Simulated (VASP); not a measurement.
Wanted: the native input for a VASP 6.6.1 run.

| Quantity | Value |
| --- | --- |
| Task | relaxation of cell and atoms |
| Functional | PBE |
| Potentials or basis | VASP PAW PBE potentials, release 64 (Hf_pv, H) |
| Cutoff | 600 eV |
| k mesh | 6 × 6 × 4 |
| Occupations | gaussian, width 0.1 eV |
| Spin | no spin polarisation |
| Dipole correction | no |
| Further INCAR settings | ALGO = Normal; EDIFF = 1e-07; IBRION = 2; EDIFFG = -0.04; NSW = 90; ISIF = 3 |

The structure of Hf2H3 lies in POSCAR:

```
Hf2H3
1.0
    3.5489496024      0.0000000000      0.0000000000
    0.0000000000      3.5489496024      0.0000000000
    0.0000000000      0.0000000000      5.7379078011
Hf H
2 3
Direct
    0.5000000000      0.5000000000      0.5000000000
    0.5000000000      0.5000000000      0.0000000000
    0.5000000000      0.0000000000      0.0000000000
    0.0000000000      0.5000000000      0.0000000000
    0.0000000000      0.0000000000      0.0000000000
```

The cell was built from a structure type or drawn by symmetry, and may not be a known phase.

The input as run:

INCAR

```
PREC = Accurate
ENCUT = 600
EDIFF = 1E-7
ISMEAR = 0
SIGMA = 0.1
LREAL = F
LASPH = T
NELM = 60
ALGO = Normal
ISIF = 3
LWAVE = F
LCHARG = F
GGA = PE
IBRION = 2
NSW = 90
EDIFFG = -0.04
```

KPOINTS

```
regular mesh
0
Gamma
  6 6 4
```

Potentials or basis: VASP PAW PBE potentials, release 64 (Hf_pv, H).

Launch:

```console
$ cat potpaw_PBE.64/Hf_pv/POTCAR potpaw_PBE.64/H/POTCAR > POTCAR
$ mpirun -np 1 vasp_std > vasp.out
```

Results of the run:

| Quantity | Value |
| --- | --- |
| Relaxed volume | 14.51 Å³/atom |
| Relaxed cell | a = 3.531 Å, b = 3.531 Å, c = 5.820 Å, α = 90.00°, β = 90.00°, γ = 90.00° |
| Space group after relaxing (to 0.1 Å) | P4/mmm (No. 123) |
| Energy gained by relaxing | 1.7 meV/atom |
| Ionic steps | 3 |
| Pressure after relaxing | 0.2 GPa |
| Band gap on the k mesh | zero (an odd number of electrons rules out a gap without spin polarisation) |

Caveat: spin-orbit coupling is left out, which moves the levels of the heavy elements.

Wall time 48 s on 1 thread of Intel(R) Xeon(R) 6975P-C (Granite Rapids), on a shared host, peak memory 0.21 GiB.
